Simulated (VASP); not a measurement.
# PmSb (R3m) in VASP: a series of runs

The runs below take PmSb through single point, with PBE+U.

Everything below comes from runs of VASP 6.6.1. Logs are shortened: lines on timing, memory, paths and dates and some standing lists are left out, and cuts for length are marked.

### Step 1. The cell of the first run

Symmetry: R3m, No. 160, trigonal system. Conventional cell: a = 5.057 Å, b = 5.057 Å, c = 12.178 Å, α = 90.00°, β = 90.00°, γ = 120.00°. Pm (site symmetry 3m) has 4 Sb at 3.08 Å within 4.1 Å. Within 4.1 Å of Sb (site symmetry 3m) lie 4 Pm at 3.08 Å.

### Step 2. Single point, PBE+U, collinear spin, antiferromagnetic start

Input file INCAR:

```
SYSTEM = PmSb
PREC = Accurate
ENCUT = 600
EDIFF = 1E-6
ISMEAR = 0
SIGMA = 0.05
LREAL = .False.
LASPH = .True.
NELM = 200
ALGO = Normal
ISIF = 2
LWAVE = .False.
LCHARG = .False.
ISPIN = 2
MAGMOM = 4 -4 0 0
LORBIT = 11
LMAXMIX = 6
LDAU = .True.
LDAUTYPE = 2
LDAUL = 3 -1
LDAUU = 6 0
LDAUJ = 0 0
LDAUPRINT = 1
GGA = PE
NBANDS = 32
GGA_COMPAT = .False.
```

Input file KPOINTS:

```
regular mesh
0
Gamma
  6 6 3
  0 0 0
```

Input file POSCAR:

```
PmSb
1.0
    0.0000000000      3.5755142282      3.5755142282
    3.5755142282      0.0000000000      3.5755142282
    7.0709284992      7.0709284992      0.0800999571
Pm Sb
2 2
Direct
   -0.0015570604     -0.0015570604      0.0023355906
   -0.0015569843     -0.0015569843      0.5023354764
    0.2515570697      0.2515570697      0.1226643955
    0.2515569750      0.2515569750      0.6226645375
```

Potentials or basis: VASP PAW PBE potentials, release 64 (Pm, Sb).

On the command line:

```sh
$ cat potpaw_PBE.64/Pm/POTCAR potpaw_PBE.64/Sb/POTCAR > POTCAR
$ mpirun -np 1 vasp_std > vasp.out
```

OUTCAR:

```text
SYSTEM = PmSb
   PREC = Accurate
   ENCUT = 600
   EDIFF = 1E-6
   ISMEAR = 0
   LREAL = .False.
   LASPH = .True.
   NELM = 200
   ISIF = 2
   ISPIN = 2
   LORBIT = 11
   GGA = PE

 ion  position               nearest neighbor table
   1  0.998  0.998  0.002-   3 3.08   3 3.08   3 3.08   4 3.08
   2  0.998  0.998  0.502-   4 3.08   4 3.08   4 3.08   3 3.08
   3  0.252  0.252  0.123-   1 3.08   1 3.08   1 3.08   2 3.08
   4  0.252  0.252  0.623-   2 3.08   2 3.08   2 3.08   1 3.08

  LATTYP: Found a trigonal (rhomboedric) cell.
 ALAT       =     8.6275066904
 COS(alpha) =     0.8282461774

  Lattice vectors:

 A1 = (   7.0709284992,   3.4954142710,  -3.4954142711)
 A2 = (   3.4954142710,   3.4954142710,  -7.0709284993)
 A3 = (   3.4954142710,   7.0709284992,  -3.4954142711)

Analysis of symmetry for initial positions (statically):
=====================================================================
 Subroutine PRICEL returns following result:

  LATTYP: Found a trigonal (rhomboedric) cell.
 ALAT       =     5.0000611392
 COS(alpha) =     0.4886404259
[... 12 lines left out ...]
 Subroutine GETGRP returns: Found  6 space group operations
 (whereof  6 operations were pure point group operations)
 out of a pool of 12 trial point group operations.

The static configuration has the point symmetry C_3v.

Analysis of symmetry for dynamics (positions and initial velocities):
=====================================================================
 Subroutine PRICEL returns following result:

  LATTYP: Found a trigonal (rhomboedric) cell.
 ALAT       =     5.0000611392
 COS(alpha) =     0.4886404259
[... 12 lines left out ...]
 Subroutine GETGRP returns: Found  6 space group operations
 (whereof  6 operations were pure point group operations)
 out of a pool of 12 trial point group operations.

The dynamic configuration has the point symmetry C_3v.

Analysis of structural, dynamic, and magnetic symmetry:
=====================================================================
 Subroutine PRICEL returns following result:

  LATTYP: Found a trigonal (rhomboedric) cell.
 ALAT       =     5.0000611392
 COS(alpha) =     0.4886404259
[... 12 lines left out ...]
 Subroutine GETGRP returns: Found  6 space group operations
 (whereof  6 operations were pure point group operations)
 out of a pool of 12 trial point group operations.

The overall configuration has the point symmetry C_3v.

 Subroutine INISYM returns: Found  6 space group operations
 (whereof  6 operations are pure point group operations),
 and found     2 'primitive' translations

----------------------------------------------------------------------------------------

                                     Primitive cell

  volume of cell :      89.8849

  direct lattice vectors                    reciprocal lattice vectors
     3.535463714 -0.040050514 -3.535463715     0.140636607 -0.139043444 -0.140636607
    -0.040050514  3.535463714 -3.535463715    -0.139043444  0.140636607 -0.140636607
     3.535463714  3.535463714  0.040050514     0.140636607  0.140636607  0.139043444

  length of vectors
     5.000061139  5.000061139  5.000061139     0.242673422  0.242673422  0.242673422

  position of ions in fractional coordinates (direct lattice)
     0.001557061  0.001557061  0.001557061
     0.748442949  0.748442949  0.748442949

[... 145 lines left out ...]
  o =  0.0211  v =  0.3270  0.0000  0.2485 -0.8165  0.2454  0.0000 -0.3232  0.0000  0.0000  0.0000  0.0000  0.0000  0.0000  0.0000      0.0000  0.0000  0.0000  0.0000  0.0000  0.0000  0.0000  0.0000  0.0000  0.0000  0.0000  0.0000  0.0000  0.0000
  o =  0.0249  v =  0.4564 -0.0049  0.3535  0.5773  0.3535 -0.0000 -0.4564  0.0000  0.0000  0.0000  0.0000  0.0000  0.0000  0.0000      0.0000  0.0000  0.0000  0.0000  0.0000  0.0000  0.0000  0.0000  0.0000  0.0000  0.0000  0.0000  0.0000  0.0000
  o =  0.9830  v =  0.0022  1.0000  0.0017  0.0028  0.0017  0.0000 -0.0022  0.0000  0.0000  0.0000  0.0000  0.0000  0.0000  0.0000      0.0000  0.0000  0.0000  0.0000  0.0000  0.0000  0.0000  0.0000  0.0000  0.0000  0.0000  0.0000  0.0000  0.0000
  o =  0.9835  v = -0.3536 -0.0000  0.4564  0.0000 -0.4564 -0.5774 -0.3536  0.0000  0.0000  0.0000  0.0000  0.0000  0.0000  0.0000      0.0000  0.0000  0.0000  0.0000  0.0000  0.0000  0.0000  0.0000  0.0000  0.0000  0.0000  0.0000  0.0000  0.0000
  o =  0.9836  v =  0.4313  0.0000 -0.5604  0.0044 -0.5603 -0.0001 -0.4312  0.0000  0.0000  0.0000  0.0000  0.0000  0.0000  0.0000      0.0000  0.0000  0.0000  0.0000  0.0000  0.0000  0.0000  0.0000  0.0000  0.0000  0.0000  0.0000  0.0000  0.0000
  o =  0.9836  v =  0.2530  0.0000 -0.3203 -0.0000  0.3204 -0.8165  0.2531  0.0000  0.0000  0.0000  0.0000  0.0000  0.0000  0.0000      0.0000  0.0000  0.0000  0.0000  0.0000  0.0000  0.0000  0.0000  0.0000  0.0000  0.0000  0.0000  0.0000  0.0000

atom =   2  type =  1  l = 3

 onsite density matrix

spin component  1

  0.0031  0.0000  0.0004  0.0000  0.0000  0.0001  0.0000
  0.0000  0.0033  0.0000  0.0000  0.0000  0.0000 -0.0000
  0.0004  0.0000  0.0029 -0.0000 -0.0001 -0.0001 -0.0000
  0.0000  0.0000 -0.0000  0.0034 -0.0000 -0.0000 -0.0000
  0.0000  0.0000 -0.0001 -0.0000  0.0029  0.0001 -0.0004
  0.0001  0.0000 -0.0001 -0.0000  0.0001  0.0026  0.0001
  0.0000 -0.0000 -0.0000 -0.0000 -0.0004  0.0001  0.0031

spin component  2

  0.3828  0.0021 -0.4653  0.0028  0.0014 -0.0024  0.0022
  0.0021  0.9829  0.0016  0.0027  0.0016  0.0000 -0.0021
 -0.4653  0.0016  0.6231 -0.0016  0.0034 -0.0019 -0.0014
  0.0028  0.0027 -0.0016  0.0224 -0.0016  0.0000 -0.0028
  0.0014  0.0016  0.0034 -0.0016  0.6231  0.0019  0.4653
 -0.0024  0.0000 -0.0019  0.0000  0.0019  0.9835 -0.0024
  0.0022 -0.0021 -0.0014 -0.0028  0.4653 -0.0024  0.3828

 occupancies and eigenvectors

  o =  0.0025  v =  0.4375 -0.0000 -0.5551 -0.0119 -0.5555  0.0005 -0.4378  0.0000  0.0000  0.0000  0.0000  0.0000  0.0000  0.0000      0.0000  0.0000  0.0000  0.0000  0.0000  0.0000  0.0000  0.0000  0.0000  0.0000  0.0000  0.0000  0.0000  0.0000
  o =  0.0025  v = -0.2421  0.0000  0.3294  0.0000 -0.3287  0.8164 -0.2415  0.0000  0.0000  0.0000  0.0000  0.0000  0.0000  0.0000      0.0000  0.0000  0.0000  0.0000  0.0000  0.0000  0.0000  0.0000  0.0000  0.0000  0.0000  0.0000  0.0000  0.0000
  o =  0.0027  v =  0.3536 -0.0000 -0.4564 -0.0000  0.4564  0.5774  0.3536  0.0000  0.0000  0.0000  0.0000  0.0000  0.0000  0.0000      0.0000  0.0000  0.0000  0.0000  0.0000  0.0000  0.0000  0.0000  0.0000  0.0000  0.0000  0.0000  0.0000  0.0000
  o =  0.0032  v = -0.1540  0.9414 -0.1193 -0.1948 -0.1193 -0.0000  0.1540  0.0000  0.0000  0.0000  0.0000  0.0000  0.0000  0.0000      0.0000  0.0000  0.0000  0.0000  0.0000  0.0000  0.0000  0.0000  0.0000  0.0000  0.0000  0.0000  0.0000  0.0000
  o =  0.0034  v =  0.5612 -0.0000  0.4271  0.0037 -0.4294 -0.0119  0.5640  0.0000  0.0000  0.0000  0.0000  0.0000  0.0000  0.0000      0.0000  0.0000  0.0000  0.0000  0.0000  0.0000  0.0000  0.0000  0.0000  0.0000  0.0000  0.0000  0.0000  0.0000
  o =  0.0034  v =  0.3190  0.0000  0.2601 -0.8164  0.2562 -0.0001 -0.3138  0.0000  0.0000  0.0000  0.0000  0.0000  0.0000  0.0000      0.0000  0.0000  0.0000  0.0000  0.0000  0.0000  0.0000  0.0000  0.0000  0.0000  0.0000  0.0000  0.0000  0.0000
  o =  0.0034  v =  0.4297  0.3374  0.3328  0.5435  0.3328  0.0000 -0.4297  0.0000  0.0000  0.0000  0.0000  0.0000  0.0000  0.0000      0.0000  0.0000  0.0000  0.0000  0.0000  0.0000  0.0000  0.0000  0.0000  0.0000  0.0000  0.0000  0.0000  0.0000
  o =  0.0211  v =  0.0000  0.0000  0.0000  0.0000  0.0000  0.0000  0.0000 -0.5583 -0.0000 -0.4353  0.0017  0.4343 -0.0044 -0.5570      0.0000  0.0000  0.0000  0.0000  0.0000  0.0000  0.0000  0.0000  0.0000  0.0000  0.0000  0.0000  0.0000  0.0000
  o =  0.0211  v =  0.0000  0.0000  0.0000  0.0000  0.0000  0.0000  0.0000  0.3240  0.0000  0.2461 -0.8165  0.2478 -0.0000 -0.3262      0.0000  0.0000  0.0000  0.0000  0.0000  0.0000  0.0000  0.0000  0.0000  0.0000  0.0000  0.0000  0.0000  0.0000
  o =  0.0249  v =  0.0000  0.0000  0.0000  0.0000  0.0000  0.0000  0.0000  0.4564 -0.0049  0.3535  0.5773  0.3535  0.0000 -0.4564      0.0000  0.0000  0.0000  0.0000  0.0000  0.0000  0.0000  0.0000  0.0000  0.0000  0.0000  0.0000  0.0000  0.0000
  o =  0.9830  v =  0.0000  0.0000  0.0000  0.0000  0.0000  0.0000  0.0000  0.0022  1.0000  0.0017  0.0028  0.0017  0.0000 -0.0022      0.0000  0.0000  0.0000  0.0000  0.0000  0.0000  0.0000  0.0000  0.0000  0.0000  0.0000  0.0000  0.0000  0.0000
  o =  0.9835  v =  0.0000  0.0000  0.0000  0.0000  0.0000  0.0000  0.0000 -0.3536  0.0000  0.4564 -0.0000 -0.4564 -0.5774 -0.3536      0.0000  0.0000  0.0000  0.0000  0.0000  0.0000  0.0000  0.0000  0.0000  0.0000  0.0000  0.0000  0.0000  0.0000
  o =  0.9836  v =  0.0000  0.0000  0.0000  0.0000  0.0000  0.0000  0.0000  0.4312  0.0000 -0.5604  0.0044 -0.5604  0.0000 -0.4313      0.0000  0.0000  0.0000  0.0000  0.0000  0.0000  0.0000  0.0000  0.0000  0.0000  0.0000  0.0000  0.0000  0.0000
  o =  0.9836  v =  0.0000  0.0000  0.0000  0.0000  0.0000  0.0000  0.0000  0.2531 -0.0000 -0.3204  0.0000  0.3204 -0.8165  0.2530      0.0000  0.0000  0.0000  0.0000  0.0000  0.0000  0.0000  0.0000  0.0000  0.0000  0.0000  0.0000  0.0000  0.0000

 number of electron      40.0000000 magnetization      -0.0000000

 Free energy of the ion-electron system (eV)
  ---------------------------------------------------
  ext. energy  EPLUGINS =         0.00000000
  ---------------------------------------------------
  free energy    TOTEN  =       -22.91814566 eV

  energy without entropy =      -22.91814566  energy(sigma->0) =      -22.91814566

 E-fermi :   2.9888     XC(G=0):  -7.9954

 val. band max:        2.7602451227   @ k =   0.5000   0.0000   0.0000
 cond. band min:       3.2122702023   @ k =   0.5000   0.0000   0.3333
 fundamental gap:      0.4520250795
 Fermi energy:         2.9888350714

 spin component 1

 k-point     1 :       0.0000    0.0000    0.0000
  band No.  band energies     occupation
      1     -37.1238      1.00000
      2     -35.2267      1.00000
      3     -17.2354      1.00000
      4     -17.2027      1.00000
      5     -17.2027      1.00000
      6     -15.9002      1.00000
[... 549 lines left out ...]
     31       5.6674      0.00000
     32       5.8916      0.00000
 Fermi energy:         2.9888350714

 spin component 2

 k-point     1 :       0.0000    0.0000    0.0000
  band No.  band energies     occupation
      1     -37.1238      1.00000
      2     -35.2267      1.00000
      3     -17.2354      1.00000
      4     -17.2027      1.00000
      5     -17.2027      1.00000
      6     -15.9002      1.00000
[... 549 lines left out ...]
     31       5.6674      0.00000
     32       5.8916      0.00000

------------------------ aborting loop because EDIFF is reached ----------------------------------------

  FORCE on cell =-STRESS in cart. coord.  units (eV):
  Direction    XX          YY          ZZ          XY          YZ          ZX
  --------------------------------------------------------------------------------------
  -------------------------------------------------------------------------------------
  Total        0.2879614      0.2879614      0.2879614     -0.0281558      0.0281558      0.0281558
  in kB        2.5664228      2.5664228      2.5664228     -0.2509355      0.2509355      0.2509355
  external PRESSURE =       2.5664228 kB  Pullay stress =       0.0000000 kB

 VOLUME and BASIS-vectors are now :
 -----------------------------------------------------------------------------
  energy-cutoff  :      600.00
  volume of cell :      179.77
      direct lattice vectors                 reciprocal lattice vectors
     0.000000000  3.575514228  3.575514228    -0.140636596  0.139043455  0.140636596
     3.575514228  0.000000000  3.575514228     0.139043455 -0.140636596  0.140636596
     7.070928499  7.070928499  0.080099957     0.071114868  0.071114868 -0.071114868

 POSITION                                       TOTAL-FORCE (eV/Angst)
 -----------------------------------------------------------------------------------
      3.58646      3.58646      7.14008        -0.018568     -0.018568      0.018568
      7.12193      7.12193      7.18013        -0.018568     -0.018568      0.018568
      1.76680      1.76680      1.80872         0.018568      0.018568     -0.018568
      5.30226      5.30226      1.84877         0.018568      0.018568     -0.018568
 -----------------------------------------------------------------------------------
    total drift:                                0.001209      0.001209     -0.001208

  FREE ENERGIE OF THE ION-ELECTRON SYSTEM (eV)
  ---------------------------------------------------
  free  energy   TOTEN  =       -22.9181456594 eV

  energy  without entropy=      -22.9181456594  energy(sigma->0) =      -22.91814566

 total charge

# of ion       s       p       d       f       tot
--------------------------------------------------
    1        2.019   5.556   0.556   4.019  12.150
    2        2.019   5.556   0.556   4.019  12.150
    3        1.121   1.442   0.005   0.000   2.567
    4        1.121   1.442   0.005   0.000   2.567
--------------------------------------------------
tot          6.279  13.996   1.121   8.039  29.434

 magnetization (x)

# of ion       s       p       d       f       tot
--------------------------------------------------
    1       -0.009   0.007   0.072   3.978   4.049
    2        0.009  -0.007  -0.072  -3.978  -4.049
    3       -0.003  -0.022   0.000   0.000  -0.025
    4        0.003   0.022  -0.000   0.000   0.025
--------------------------------------------------
tot          0.000   0.000  -0.000   0.000  -0.000
```

Wall time 13 min (1 thread of Intel Xeon Platinum 8488C (Sapphire Rapids), shared host); peak memory 0.56 GiB.

What came out:

* Free energy: -22.9181 eV
* Pressure: 0.3 GPa
* Largest force: 0.032 eV/Å
* Band gap on the k mesh: 0.45 eV
* Net moment: 0.00 μB per cell
* Site moments: Pm +4.05, -4.05; Sb -0.03, +0.03 μB
* Valence electrons inside the program's atomic spheres: Pm 12.15; Sb 2.57

Forces on the atoms (eV/Å):
```
Pm  -0.019 -0.019  0.019
Pm  -0.019 -0.019  0.019
Sb   0.019  0.019 -0.019
Sb   0.019  0.019 -0.019
```

Eigenvalues of the final occupation matrices:
```
    site  spin  trace                         eigenvalues
site 1 f     1   4.00  0.02 0.02 0.02 0.98 0.98 0.98 0.98
site 1 f     2   0.02  0.00 0.00 0.00 0.00 0.00 0.00 0.00
site 2 f     1   0.02  0.00 0.00 0.00 0.00 0.00 0.00 0.00
site 2 f     2   4.00  0.02 0.02 0.02 0.98 0.98 0.98 0.98
```

Caveat: the magnetic or orbital state may not be the lowest; spin-orbit coupling is left out, which moves the levels of the heavy elements; an odd mesh through Γ misses points on the zone boundary, where band edges can lie; the U is typed as a test and isn't derived for this compound. The state reached can hang on the start; a lower one may exist.

### Step 3. Single point, PBE+U, collinear spin, antiferromagnetic start (45.84 Å³/atom)

This run uses another cell than the first one, of 45.84 Å³/atom.

Input file INCAR:

```
PREC = Accurate ; ENCUT = 600
EDIFF = 1E-6 ; ISMEAR = 0
SIGMA = 0.05 ; LREAL = F
LASPH = T ; NELM = 200
ALGO = Normal ; ISIF = 2
LWAVE = F ; LCHARG = F
ISPIN = 2 ; MAGMOM = 4.48 -4.48 -0.03 0.03
LORBIT = 11 ; LMAXMIX = 6
LDAU = T ; LDAUTYPE = 2
LDAUL = 3 -1 ; LDAUU = 6 0
LDAUJ = 0 0 ; LDAUPRINT = 1
GGA = PE ; NBANDS = 32
GGA_COMPAT = F
```

Input file KPOINTS:

```
Automatic mesh
0
Gamma
  6 6 3
```

Input file POSCAR:

```
PmSb
1.0
    0.0000000000      3.5991938205      3.5991938205
    3.5991938205      0.0000000000      3.5991938205
    7.1177572050      7.1177572050      0.0806304359
Pm Sb
2 2
Direct
   -0.0015570604     -0.0015570604      0.0023355906
   -0.0015569843     -0.0015569843      0.5023354764
    0.2515570697      0.2515570697      0.1226643955
    0.2515569750      0.2515569750      0.6226645375
```

Potentials or basis: VASP PAW PBE potentials, release 64 (Pm, Sb).

On the command line:

```sh
$ cat potpaw_PBE.64/Pm/POTCAR potpaw_PBE.64/Sb/POTCAR > POTCAR
$ mpirun -np 1 vasp_std > vasp.out
```

Run time: 35 min. Hardware: 1 thread of Intel Xeon Platinum 8488C (Sapphire Rapids), shared host; peak memory 0.6 GiB.

Results (log left out):

```yaml
Free_energy: -22.9154 eV
Pressure: -0.5 GPa
Largest_force: 0.035 eV/Å
Band_gap_on_the_k_mesh: 0.42 eV
Net_moment: 0.00 μB per cell
Site_moments: Pm +4.05, -4.05; Sb -0.03, +0.03 μB
Valence_electrons_inside_the_program's_atomic_spheres: Pm 12.14; Sb 2.56
```

Forces on the atoms (eV/Å):
```
Pm  -0.020 -0.020  0.020
Pm  -0.020 -0.020  0.020
Sb   0.020  0.020 -0.020
Sb   0.020  0.020 -0.020
```

Levels at points of the mesh, in eV from the valence-band top:
Spin up:
```csv
k point,band 16,band 17,band 18,band 19,band 20,band 21,band 22,band 23,band 24,band 25
"(0.00, 0.00, 0.00)",-0.84,-0.84,-0.75,-0.53,-0.53,0.43,0.47,0.47,2.31,2.45
"(0.50, 0.00, 0.00)",-1.49,-0.52,-0.51,-0.05,0.00,0.42,0.45,0.46,1.37,2.52
```
Spin down:
| k point | band 16 | band 17 | band 18 | band 19 | band 20 | band 21 | band 22 | band 23 | band 24 | band 25 |
| --- | --- | --- | --- | --- | --- | --- | --- | --- | --- | --- |
| (0.00, 0.00, 0.00) | -0.84 | -0.84 | -0.75 | -0.53 | -0.53 | 0.43 | 0.47 | 0.47 | 2.31 | 2.45 |
| (0.50, 0.00, 0.00) | -1.49 | -0.52 | -0.51 | -0.05 | 0.00 | 0.42 | 0.45 | 0.46 | 1.37 | 2.52 |

Eigenvalues of the final occupation matrices:
| site | spin | trace | eigenvalues |
| --- | --- | --- | --- |
| site 1 f | 1 | 4.01 | 0.02 0.02 0.03 0.98 0.98 0.98 0.98 |
| site 1 f | 2 | 0.02 | 0.00 0.00 0.00 0.00 0.00 0.00 0.00 |
| site 2 f | 1 | 0.02 | 0.00 0.00 0.00 0.00 0.00 0.00 0.00 |
| site 2 f | 2 | 4.01 | 0.02 0.02 0.03 0.98 0.98 0.98 0.98 |

Caveat: the magnetic or orbital state may not be the lowest; spin-orbit coupling is left out, which moves the levels of the heavy elements; an odd mesh through Γ misses points on the zone boundary, where band edges can lie; the U is typed as a test and isn't derived for this compound.
